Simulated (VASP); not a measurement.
A run of VASP 6.6.1:

INCAR

```
SYSTEM = InSe
  PREC = Accurate
  ENCUT = 520
  EDIFF = 1E-7
  ISMEAR = 0
  SIGMA = 0.02
  LREAL = .FALSE.
  LASPH = .TRUE.
  NELM = 80
  ALGO = Normal
  ISIF = 2
  LWAVE = .FALSE.
  LCHARG = .TRUE.
  LDIPOL = .TRUE.
  IDIPOL = 3
  DIPOL = 0.5 0.5 0.500
  GGA = PE
  IVDW = 12
  LELF = .TRUE.
  LVHAR = .TRUE.
  LVACPOTAV = .TRUE.
  NBANDS = 27
```

File KPOINTS:

```
regular mesh
0
G
  9 9 1
  0 0 0
```

POSCAR

```
InSe
1.0
    3.9600000000      0.0000000000      0.0000000000
   -1.9800000000      3.4294605990      0.0000000000
    0.0000000000      0.0000000000     36.7211901288
Se In
2 2
Direct
    0.0000000000      0.0000000000      0.4314289814
    0.0000000000      0.0000000000      0.5685432738
    0.6666666667      0.3333333333      0.4644126644
    0.6666666667      0.3333333333      0.5355596410
```

Potentials or basis: VASP PAW PBE potentials, release 64 (Se, In_d).

Run with:

```console
$ cat potpaw_PBE.64/Se/POTCAR potpaw_PBE.64/In_d/POTCAR > POTCAR
$ mpirun -np 1 vasp_std > vasp.out
```

Hardware: 1 thread of Intel(R) Xeon(R) 6975P-C (Granite Rapids), on a shared host.

Question: How long does it take, and how much memory?

Answer: Wall time 2.9 min on 1 thread of Intel(R) Xeon(R) 6975P-C (Granite Rapids), on a shared host, peak memory 0.59 GiB. Counts: scf iterations 25, k points 12.
